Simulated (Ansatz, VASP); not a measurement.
# One calculation of Ni, two programs

The input INCAR:

```
SYSTEM = Ni
  PREC = Accurate
  ENCUT = 520
  EDIFF = 1E-7
  ISMEAR = 0
  SIGMA = 0.05
  LREAL = .False.
  LASPH = .True.
  NELM = 150
  ALGO = Fast
  ISIF = 2
  LWAVE = .False.
  LCHARG = .False.
  ISPIN = 2
  MAGMOM = 0.8 0.8
  LORBIT = 11
  LMAXMIX = 4
  GGA = PE
  NBANDS = 21
```

File KPOINTS:

```
regular mesh
0
Gamma
  14 14 10
  0 0 0
```

The input POSCAR:

```
Ni
1.0
    0.0000000000      1.7593096198     -1.7593096198
    0.0000000000      1.7593096198      1.7593096198
    3.5186192396      0.0000000000      0.0000000000
Ni
2
Direct
    0.0000000000      0.0000000000      0.0000000000
    0.5000000000      0.5000000000      0.5000000000
```

Input for Ansatz:

```yaml
crystal:
  lattice:
    - [0.0, 1.7593096198, -1.7593096198]
    - [0.0, 1.7593096198, 1.7593096198]
    - [3.5186192396, 0.0, 0.0]
  atoms:
    - { symbol: Ni, position: [0.0, 0.0, 0.0], spin: 0.8 }
    - { symbol: Ni, position: [0.5, 0.5, 0.5], spin: 0.8 }
basis:
  ecutwfc: 420
  ecutrho_ratio: 4
kpoints:
  mp_grid: { grid: [14, 14, 10] }
hamiltonian:
  xc: pbe
scf:
  occupations: { method: gaussian, width: 0.05 }
  lower_state_search: "off"
output:
  forces: true
  stress: true
  eigenvalues: true
  populations: true
magnetization:
  spin_polarized: true
```

Alike in both runs: task single point; functional PBE; k mesh 14 × 14 × 10; occupations gaussian, width 0.05 eV; collinear spin.

|  | VASP | Ansatz |
| --- | --- | --- |
| version | VASP 6.6.1 | Ansatz 0.2.0 |
| potentials or method | VASP PAW PBE potentials, release 64 (Ni), cutoff 520 eV | scalar-relativistic, plane waves, PAW |
| valence electrons in the cell | 20 | 36 |

```csv
,VASP,Ansatz,Ansatz less VASP
gap on the k mesh at the Fermi level (eV),none,none,-
pressure (GPa),-0.2,-0.1,+0.09
"traceless stress, the component that is largest in VASP (GPa)",0.10,0.05,-0.051
net moment per atom (μB),0.61,0.63,+0.016
size of the moment on the site where the two differ most (μB),0.62,0.66,+0.044
```

Site moments also hang on the region over which each program counts them. A gap of «none» marks a metal or a gap that the smearing closes. With one functional, cell and mesh, what is left measures potentials, basis and numerics. VASP's potentials hold 20 valence electrons a cell and Ansatz's 36, so a difference there can come from the potentials and not from the codes.
